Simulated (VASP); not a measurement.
# S (Fd-3m) in VASP: settings compared

The runs below take S through single point, with r2SCAN, PBE.

Program: VASP 6.6.1. These are calculated values, not measurements. Logs are shortened: lines on timing, memory, paths and dates and some standing lists are left out, and cuts for length are marked.

## Step 1: The cell of the first run

Symmetry: Fd-3m, No. 227, cubic system. The conventional cell has a = 5.812 Å, b = 5.812 Å, c = 5.812 Å, α = 90.00°, β = 90.00°, γ = 90.00°. Within 3.3 Å of S (site symmetry -43m) lie 4 S at 2.52 Å.

This isn't the form of S at room conditions, which is orthorhombic, of S8 rings.

## Step 2: Single point, r2SCAN

File POSCAR:

```
S
1.0
    0.0000000000      2.9058564216      2.9058564216
    2.9058564216      0.0000000000      2.9058564216
    2.9058564216      2.9058564216      0.0000000000
S
2
Direct
    0.0000000000      0.0000000000      0.0000000000
    0.2500000000      0.2500000000      0.2500000000
```

File INCAR.step1:

```
PREC = Accurate ; ENCUT = 520
ISMEAR = -1 ; SIGMA = 0.1
LREAL = F ; LASPH = T
NELM = 100 ; NBANDS = 13
GGA = PE ; ALGO = Normal
EDIFF = 1E-4 ; LWAVE = T
LCHARG = F
```

File INCAR.step2:

```
PREC = Accurate ; ENCUT = 520
EDIFF = 1E-6 ; ISMEAR = -1
SIGMA = 0.1 ; LREAL = F
LASPH = T ; NELM = 100
ALGO = Normal ; ISIF = 2
LWAVE = F ; LCHARG = F
METAGGA = R2SCAN ; LMIXTAU = T
NBANDS = 13 ; ISTART = 1
```

File KPOINTS:

```
Automatic mesh
0
Gamma
  10 10 10
```

Potentials or basis: VASP PAW PBE potentials, release 64 (S).

Command:

```console
> cat potpaw_PBE.64/S/POTCAR > POTCAR
> cp INCAR.step1 INCAR
> mpirun -np 1 vasp_std > vasp.out
> cp INCAR.step2 INCAR
> mpirun -np 1 vasp_std > vasp.out
```

OUTCAR:

```text
PREC = Accurate
   ENCUT = 520
   EDIFF = 1E-6
   ISMEAR = -1
   LREAL = F
   LASPH = T
   NELM = 100
   ISIF = 2
   METAGGA = R2SCAN
   ISTART = 1

 ion  position               nearest neighbor table
   1  0.000  0.000  0.000-   2 2.52   2 2.52   2 2.52   2 2.52
   2  0.250  0.250  0.250-   1 2.52   1 2.52   1 2.52   1 2.52

  LATTYP: Found a face centered cubic cell.
 ALAT       =     5.8117128432

  Lattice vectors:

 A1 = (   0.0000000000,   2.9058564216,   2.9058564216)
 A2 = (   2.9058564216,   0.0000000000,   2.9058564216)
 A3 = (   2.9058564216,   2.9058564216,   0.0000000000)

Analysis of symmetry for initial positions (statically):
=====================================================================
 Subroutine PRICEL returns:
 Original cell was already a primitive cell.

 Routine SETGRP: Setting up the symmetry group for a
 face centered cubic supercell.

 Subroutine GETGRP returns: Found 48 space group operations
 (whereof 24 operations were pure point group operations)
 out of a pool of 48 trial point group operations.

The static configuration has the point symmetry T_d .
 The point group associated with its full space group is O_h .

Analysis of symmetry for dynamics (positions and initial velocities):
=====================================================================
 Subroutine PRICEL returns:
 Original cell was already a primitive cell.

 Routine SETGRP: Setting up the symmetry group for a
 face centered cubic supercell.

 Subroutine GETGRP returns: Found 48 space group operations
 (whereof 24 operations were pure point group operations)
 out of a pool of 48 trial point group operations.

The dynamic configuration has the point symmetry T_d .
 The point group associated with its full space group is O_h .

 Subroutine INISYM returns: Found 48 space group operations
 (whereof 24 operations are pure point group operations),
 and found     1 'primitive' translations

----------------------------------------------------------------------------------------

                                     Primitive cell

  volume of cell :      49.0741

  direct lattice vectors                    reciprocal lattice vectors
     0.000000000  2.905856422  2.905856422    -0.172066313  0.172066313  0.172066313
     2.905856422  0.000000000  2.905856422     0.172066313 -0.172066313  0.172066313
     2.905856422  2.905856422  0.000000000     0.172066313  0.172066313 -0.172066313

  length of vectors
     4.109501562  4.109501562  4.109501562     0.298027596  0.298027596  0.298027596

  position of ions in fractional coordinates (direct lattice)
     0.000000000  0.000000000  0.000000000
     0.250000000  0.250000000  0.250000000

  ion indices of the primitive-cell ions
   primitive index   ion index
                 1           1
                 2           2

----------------------------------------------------------------------------------------

 KPOINTS: Automatic mesh

Automatic generation of k-mesh.
 Grid dimensions read from file:
 generate k-points for:   10   10   10

 Generating k-lattice:

  Cartesian coordinates                     Fractional coordinates (reciprocal lattice)
    -0.017206631  0.017206631  0.017206631     0.100000000  0.000000000  0.000000000
     0.017206631 -0.017206631  0.017206631     0.000000000  0.100000000  0.000000000
     0.017206631  0.017206631 -0.017206631     0.000000000  0.000000000  0.100000000

  Length of vectors
     0.029802760  0.029802760  0.029802760

  Shift w.r.t. Gamma in fractional coordinates (k-lattice)
     0.000000000  0.000000000  0.000000000

 Subroutine IBZKPT returns following result:
 ===========================================

 Found     47 irreducible k-points:

 Following reciprocal coordinates:
            Coordinates               Weight
  0.000000  0.000000  0.000000      1.000000
  0.100000  0.000000  0.000000      8.000000
  0.200000  0.000000  0.000000      8.000000
  0.300000  0.000000  0.000000      8.000000
  0.400000  0.000000  0.000000      8.000000
  0.500000  0.000000  0.000000      4.000000
[... 16 lines left out ...]
  0.300000  0.300000  0.000000      6.000000
  0.400000  0.300000  0.000000     24.000000
 [... further k-points ...]
   k-points           NKPTS =     47   k-points in BZ     NKDIM =     47   number of bands    NBANDS=     13
   number of dos      NEDOS =    301   number of ions     NIONS =      2
   total plane-waves  NPLWV =  32768
   dimension x,y,z NGX =    32 NGY =   32 NGZ =   32
   dimension x,y,z NGXF=    64 NGYF=   64 NGZF=   64
   ions per type =               2
   NGX,Y,Z   is equivalent  to a cutoff of  12.95, 12.95, 12.95 a.u.
   NGXF,Y,Z  is equivalent  to a cutoff of  25.89, 25.89, 25.89 a.u.
 SYSTEM =  unknown system
   PREC   = accura    normal or accurate (medium, high low for compatibility)
   ISTART =      1    job   : 0-new  1-cont  2-samecut
   ICHARG =      0    charge: 1-file 2-atom 10-const
[... 28 lines left out ...]
  Fermi-wavevector in a.u.,A,eV,Ry     =   1.023728  1.934565 14.259154  1.048018
  Thomas-Fermi vector in A             =   2.157477
   LORBIT       =      0    0 simple, 1 ext, 2 COOP (PROOUT), +10 PAW based schemes
   METAGGA = R2SCAN    functional components
   LHFCALC =     F    Hartree Fock is set to
   AEXX    =    0.0000 exact exchange contribution
   IVDW    =     0    specifies the selected vdW correction
   LEPSILON=     F    determine dielectric tensor
   LRPA    =     F    only Hartree local field effects (RPA)
 non-spin polarized calculation
  energy-cutoff  :      520.00
  volume of cell :       49.07
 maximum number of plane-waves:      1363
   NGX = 15   NGY = 15   NGZ = 15

 number of electron      11.9999999 magnetization

 Free energy of the ion-electron system (eV)
  ---------------------------------------------------
  ext. energy  EPLUGINS =         0.00000000
  ---------------------------------------------------
  free energy    TOTEN  =       -13.75108727 eV

  energy without entropy =      -13.69357180  energy(sigma->0) =      -13.72232953

 E-fermi :   3.1848     XC(G=0):  -9.2164

 val. band max:        3.1561604322   @ k =  -0.2000   0.2000   0.0000
 cond. band min:       3.1973448704   @ k =  -0.3000   0.1000   0.0000
 fundamental gap:      0.0411844382
 Fermi energy:         3.1847778706

 k-point     1 :       0.0000    0.0000    0.0000
  band No.  band energies     occupation
      1     -13.2802      2.00000
      2      -6.3263      2.00000
      3      -0.8339      2.00000
      4      -0.8339      2.00000
      5      -0.8339      2.00000
      6       2.2307      1.99986
      7       2.2307      1.99986
      8       2.2308      1.99986
      9       9.0869      0.00000
     10      11.5357      0.00000
     11      11.5357      0.00000
     12      14.2244      0.00000
     13      14.2244      0.00000

 k-point     2 :       0.1000    0.0000    0.0000
  band No.  band energies     occupation
      1     -13.1960      2.00000
      2      -6.6023      2.00000
      3      -0.9362      2.00000
      4      -0.9362      2.00000
      5      -0.8067      2.00000
      6       2.3849      1.99933
      7       2.3849      1.99933
      8       2.4038      1.99919
      9       9.4073      0.00000
     10      11.2887      0.00000
     11      11.2887      0.00000
     12      13.9606      0.00000
     13      14.7984      0.00000

 k-point     3 :       0.2000    0.0000    0.0000
  band No.  band energies     occupation
      1     -12.9530      2.00000
      2      -7.2862      2.00000
      3      -1.1665      2.00000
      4      -1.1665      2.00000
      5      -0.8432      2.00000
      6       2.7416      1.97649
      7       2.7416      1.97648
      8       2.9833      1.76470
      9      10.1234      0.00000
     10      11.0036      0.00000
     11      11.0036      0.00000
     12      13.6332      0.00000
     13      15.9248      0.00000
[... 305 lines left out ...]
 k-point    23 :       0.3000    0.3000    0.0000
  band No.  band energies     occupation
      1     -12.2906      2.00000
      2      -8.6002      2.00000
      3      -2.0802      2.00000
      4      -2.0801      2.00000
      5       0.8143      2.00000
      6       1.3922      2.00000
      7       4.4278      0.00001
      8       4.4279      0.00001
      9       9.0923      0.00000
     10      11.5994      0.00000
     11      13.0500      0.00000
     12      15.1578      0.00000
     13      15.1578      0.00000

 k-point    24 :       0.4000    0.3000    0.0000
  band No.  band energies     occupation
      1     -11.9161      2.00000
      2      -9.1853      2.00000
      3      -2.3810      2.00000
      4      -2.2261      2.00000
      5       0.9731      2.00000
      6       1.5471      2.00000
      7       4.7798      0.00000
      8       4.8228      0.00000
      9       9.2870      0.00000
     10      11.3982      0.00000
     11      13.4745      0.00000
     12      14.5127      0.00000
     13      15.1553      0.00000

 [... further k-points ...]

------------------------ aborting loop because EDIFF is reached ----------------------------------------

  FORCE on cell =-STRESS in cart. coord.  units (eV):
  Direction    XX          YY          ZZ          XY          YZ          ZX
  --------------------------------------------------------------------------------------
  -------------------------------------------------------------------------------------
  Total       -0.4218834     -0.4218834     -0.4218834      0.0000000      0.0000000     -0.0000000
  in kB      -13.7736997    -13.7736997    -13.7736997      0.0000000      0.0000000     -0.0000000
  external PRESSURE =     -13.7736997 kB  Pullay stress =       0.0000000 kB

 VOLUME and BASIS-vectors are now :
 -----------------------------------------------------------------------------
  energy-cutoff  :      520.00
  volume of cell :       49.07
      direct lattice vectors                 reciprocal lattice vectors
     0.000000000  2.905856422  2.905856422    -0.172066313  0.172066313  0.172066313
     2.905856422  0.000000000  2.905856422     0.172066313 -0.172066313  0.172066313
     2.905856422  2.905856422  0.000000000     0.172066313  0.172066313 -0.172066313

 POSITION                                       TOTAL-FORCE (eV/Angst)
 -----------------------------------------------------------------------------------
      0.00000      0.00000      0.00000         0.000000      0.000000      0.000000
      1.45293      1.45293      1.45293        -0.000000     -0.000000     -0.000000
 -----------------------------------------------------------------------------------
    total drift:                               -0.000000      0.000000      0.000000

  FREE ENERGIE OF THE ION-ELECTRON SYSTEM (eV)
  ---------------------------------------------------
  free  energy   TOTEN  =       -13.7510872681 eV

  energy  without entropy=      -13.6935718013  energy(sigma->0) =      -13.72232953
```

Wall time 63 s (1 thread of Intel Xeon 6975P-C (Granite Rapids), shared host); peak memory 0.17 GiB.

What came out:

```yaml
Free_energy: -13.7511 eV
Pressure: -1.4 GPa
Band_gap_on_the_k_mesh: zero (bands 6 and 7 overlap by 1.21 eV)
```

Levels at points of the mesh, in eV from the Fermi level:
```tsv
k point	band 3	band 4	band 5	band 6	band 7	band 8	band 9	band 10
(0.00, 0.00, 0.00)	-4.02	-4.02	-4.02	-0.95	-0.95	-0.95	5.90	8.35
(0.50, 0.00, 0.00)	-4.81	-4.81	-4.38	0.25	0.25	2.05	7.83	8.59
(0.50, 0.50, 0.00)	-5.69	-5.69	-2.02	-2.02	2.38	2.38	7.13	7.13
```

Caveat: the PAW data sets were made with another functional, which shifts forces and pressure a little.

## Step 3: Single point, r2SCAN

POSCAR is that of step 2.

File INCAR.step1:

```
SYSTEM = S
PREC = Accurate ; ENCUT = 520
ISMEAR = -1 ; SIGMA = 0.1
LREAL = .False. ; LASPH = .True.
NELM = 80 ; NBANDS = 13
GGA = PE ; ALGO = Normal
EDIFF = 1E-4 ; LWAVE = .True.
LCHARG = .False.
```

File INCAR.step2:

```
SYSTEM = S
PREC = Accurate ; ENCUT = 520
EDIFF = 1E-6 ; ISMEAR = -1
SIGMA = 0.1 ; LREAL = .False.
LASPH = .True. ; NELM = 80
ALGO = Normal ; ISIF = 2
LWAVE = .False. ; LCHARG = .False.
METAGGA = R2SCAN ; LMIXTAU = .True.
NBANDS = 13 ; ISTART = 1
```

File KPOINTS:

```
regular mesh
0
Gamma
  10 10 10
  0 0 0
```

Potentials or basis: VASP PAW PBE potentials, release 64 (S).

Command:

```console
> cat potpaw_PBE.64/S/POTCAR > POTCAR
> cp INCAR.step1 INCAR
> mpirun -np 1 vasp_std > vasp.out
> cp INCAR.step2 INCAR
> mpirun -np 1 vasp_std > vasp.out
```

Run time: 58 s. Hardware: 1 thread of Intel Xeon 6975P-C (Granite Rapids), shared host; peak memory 0.18 GiB.

The run converged. Its results:

```
Free energy            : -13.7511 eV
Pressure               : -1.4 GPa
Band gap on the k mesh : zero (bands 6 and 7 overlap by 1.21 eV)
```

Levels at points of the mesh, in eV from the Fermi level:
| k point | band 3 | band 4 | band 5 | band 6 | band 7 | band 8 | band 9 | band 10 |
| --- | --- | --- | --- | --- | --- | --- | --- | --- |
| (0.00, 0.00, 0.00) | -4.02 | -4.02 | -4.02 | -0.95 | -0.95 | -0.95 | 5.90 | 8.35 |
| (0.50, 0.00, 0.00) | -4.81 | -4.81 | -4.38 | 0.25 | 0.25 | 2.05 | 7.83 | 8.59 |
| (0.50, 0.50, 0.00) | -5.69 | -5.69 | -2.02 | -2.02 | 2.38 | 2.38 | 7.13 | 7.13 |

Caveat: the PAW data sets were made with another functional, which shifts forces and pressure a little.

## Step 4: Single point, r2SCAN

This run uses another cell than the first one, of 25.27 Å³/atom.

File POSCAR:

```
S
1.0
    0.0000000000      2.9343470269      2.9343470269
    2.9343470269      0.0000000000      2.9343470269
    2.9343470269      2.9343470269      0.0000000000
S
2
Direct
    0.0000000000      0.0000000000      0.0000000000
    0.2500000000      0.2500000000      0.2500000000
```

File INCAR.step1:

```
SYSTEM = S
PREC     = Accurate       ! precision mode
ENCUT    = 520            ! plane-wave cutoff, eV
ISMEAR   = -1             ! smearing method
SIGMA    = 0.1            ! smearing width, eV
LREAL    = .FALSE.        ! projectors in reciprocal space
LASPH    = .TRUE.         ! aspherical terms in the spheres
NELM     = 100            ! most SCF steps
NBANDS   = 13             ! bands
GGA      = PE             ! functional
ALGO     = Normal         ! electronic algorithm
EDIFF    = 1E-4           ! SCF threshold, eV
LWAVE    = .TRUE.         ! write WAVECAR
LCHARG   = .FALSE.        ! write CHGCAR
```

File INCAR.step2:

```
SYSTEM = S
PREC     = Accurate       ! precision mode
ENCUT    = 520            ! plane-wave cutoff, eV
EDIFF    = 1E-6           ! SCF threshold, eV
ISMEAR   = -1             ! smearing method
SIGMA    = 0.1            ! smearing width, eV
LREAL    = .FALSE.        ! projectors in reciprocal space
LASPH    = .TRUE.         ! aspherical terms in the spheres
NELM     = 100            ! most SCF steps
ALGO     = Normal         ! electronic algorithm
ISIF     = 2              ! what is computed and relaxed
LWAVE    = .FALSE.        ! write WAVECAR
LCHARG   = .FALSE.        ! write CHGCAR
METAGGA  = R2SCAN         ! meta-GGA
LMIXTAU  = .TRUE.       
NBANDS   = 13             ! bands
ISTART   = 1
```

File KPOINTS:

```
Automatic mesh
0
G
  10 10 10
  0 0 0
```

Command:

```console
> cat potpaw_PBE.64/S/POTCAR > POTCAR
> cp INCAR.step1 INCAR
> mpirun -np 1 vasp_std > vasp.out
> cp INCAR.step2 INCAR
> mpirun -np 1 vasp_std > vasp.out
```

Wall time 61 s (1 thread of Intel Xeon 6975P-C (Granite Rapids), shared host); peak memory 0.17 GiB.

Results (log left out):

```
Free energy            : -13.7336 eV
Pressure               : -2.6 GPa
Band gap on the k mesh : zero (bands 6 and 7 overlap by 1.17 eV)
```

Levels at points of the mesh, in eV from the Fermi level:
| k point | band 3 | band 4 | band 5 | band 6 | band 7 | band 8 | band 9 | band 10 |
| --- | --- | --- | --- | --- | --- | --- | --- | --- |
| (0.00, 0.00, 0.00) | -3.90 | -3.90 | -3.90 | -0.90 | -0.90 | -0.90 | 5.88 | 8.42 |
| (0.50, 0.00, 0.00) | -4.66 | -4.66 | -4.30 | 0.27 | 0.27 | 1.92 | 7.81 | 8.58 |
| (0.50, 0.50, 0.00) | -5.51 | -5.51 | -1.97 | -1.97 | 2.27 | 2.27 | 7.11 | 7.11 |

Caveat: the PAW data sets were made with another functional, which shifts forces and pressure a little.

## Step 5: Single point, r2SCAN

This run uses another cell than the first one, of 25.27 Å³/atom.

POSCAR is that of step 4.

File INCAR.step1:

```
ALGO = Normal ; EDIFF = 1E-4
ENCUT = 520 ; GGA = PE
ISMEAR = -1 ; LASPH = T
LCHARG = F ; LREAL = F
LWAVE = T ; NBANDS = 13
NELM = 100 ; PREC = Accurate
SIGMA = 0.1
```

File INCAR.step2:

```
ALGO = Normal ; EDIFF = 1E-6
ENCUT = 520 ; ISIF = 2
ISMEAR = -1 ; ISTART = 1
LASPH = T ; LCHARG = F
LMIXTAU = T ; LREAL = F
LWAVE = F ; METAGGA = R2SCAN
NBANDS = 13 ; NELM = 100
PREC = Accurate ; SIGMA = 0.1
```

File KPOINTS:

```
k-points
0
Gamma
  10 10 10
```

Command:

```console
> cat potpaw_PBE.64/S/POTCAR > POTCAR
> cp INCAR.step1 INCAR
> mpirun -np 1 vasp_std > vasp.out
> cp INCAR.step2 INCAR
> mpirun -np 1 vasp_std > vasp.out
```

It took 65 s on 1 thread of Intel Xeon 6975P-C (Granite Rapids), shared host; peak memory 0.17 GiB.

The run converged. Its results:

```
Free energy            : -13.7336 eV
Pressure               : -2.6 GPa
Band gap on the k mesh : zero (bands 6 and 7 overlap by 1.17 eV)
```

Levels at points of the mesh, in eV from the Fermi level:
```csv
k point,band 2,band 3,band 4,band 5,band 6,band 7,band 8,band 9,band 10,band 11
"(0.00, 0.00, 0.00)",-9.62,-3.90,-3.90,-3.90,-0.90,-0.90,-0.90,5.88,8.42,8.42
"(0.50, 0.00, 0.00)",-12.24,-4.66,-4.66,-4.30,0.27,0.27,1.92,7.81,8.58,9.05
"(0.50, 0.50, 0.00)",-13.73,-5.51,-5.51,-1.97,-1.97,2.27,2.27,7.11,7.11,10.65
```

Caveat: the PAW data sets were made with another functional, which shifts forces and pressure a little.

## Step 6: Single point, PBE

This run uses another cell than the first one, of 22.84 Å³/atom.

File INCAR:

```
PREC = Accurate
ENCUT = 520
EDIFF = 1E-6
ISMEAR = -1
SIGMA = 0.06122561905347299
LREAL = F
LASPH = T
NELM = 60
ALGO = Normal
ISIF = 2
LWAVE = F
LCHARG = F
GGA = PE
NBANDS = 13
```

File KPOINTS:

```
Automatic mesh
0
Gamma
  16 16 16
```

File POSCAR:

```
S
1.0
    0.0000000000      2.8371108977      2.8371108977
    2.8371108977      0.0000000000      2.8371108977
    2.8371108977      2.8371108977      0.0000000000
S
2
Direct
    0.0000000000      0.0000000000      0.0000000000
    0.2500000000      0.2500000000      0.2500000000
```

Potentials or basis: VASP PAW PBE potentials, release 64 (S).

Command:

```console
> cat potpaw_PBE.64/S/POTCAR > POTCAR
> mpirun -np 1 vasp_std > vasp.out
```

Run time: 81 s. Hardware: 1 thread of Intel Xeon 6975P-C (Granite Rapids), shared host; peak memory 0.19 GiB.

Results (log left out):

```yaml
Free_energy: -6.2334 eV
Pressure: 2.9 GPa
Band_gap_on_the_k_mesh: zero (bands 6 and 7 overlap by 1.31 eV)
```

Levels at points of the mesh, in eV from the Fermi level:
| k point | band 3 | band 4 | band 5 | band 6 | band 7 | band 8 | band 9 | band 10 |
| --- | --- | --- | --- | --- | --- | --- | --- | --- |
| (0.00, 0.00, 0.00) | -4.07 | -4.07 | -4.07 | -1.03 | -1.03 | -1.03 | 5.64 | 7.73 |
| (0.50, 0.00, 0.00) | -4.88 | -4.88 | -4.40 | 0.20 | 0.20 | 2.24 | 7.54 | 8.27 |
| (0.50, 0.50, 0.00) | -5.80 | -5.80 | -2.09 | -2.09 | 2.51 | 2.51 | 6.85 | 6.85 |

## Step 7: The runs side by side

| level | cell | k mesh | smearing | gap on the mesh (eV) | pressure (GPa) |
| --- | --- | --- | --- | --- | --- |
| r2SCAN | a = 4.110 Å, angles 60.0°, 2 atoms | 10 × 10 × 10 | fermi-dirac 0.1 eV | none | -1.4 |
| r2SCAN | a = 4.150 Å, angles 60.0°, 2 atoms | 10 × 10 × 10 | fermi-dirac 0.1 eV | none | -2.6 |
| PBE | a = 4.012 Å, angles 60.0°, 2 atoms | 16 × 16 × 16 | fermi-dirac 0.0612256 eV | none | 2.9 |

Alike in all rows: task single point; potentials or basis VASP PAW PBE potentials, release 64 (S); no spin polarisation; cutoff (eV) 520.

Caveats: the PAW data sets were made with another functional, which shifts forces and pressure a little (at least some runs).

Total energies depend on the potentials used, so only differences within one code and one set of settings carry meaning.

The gap in the log of VASP goes by the Fermi energy; the results here count the filled bands.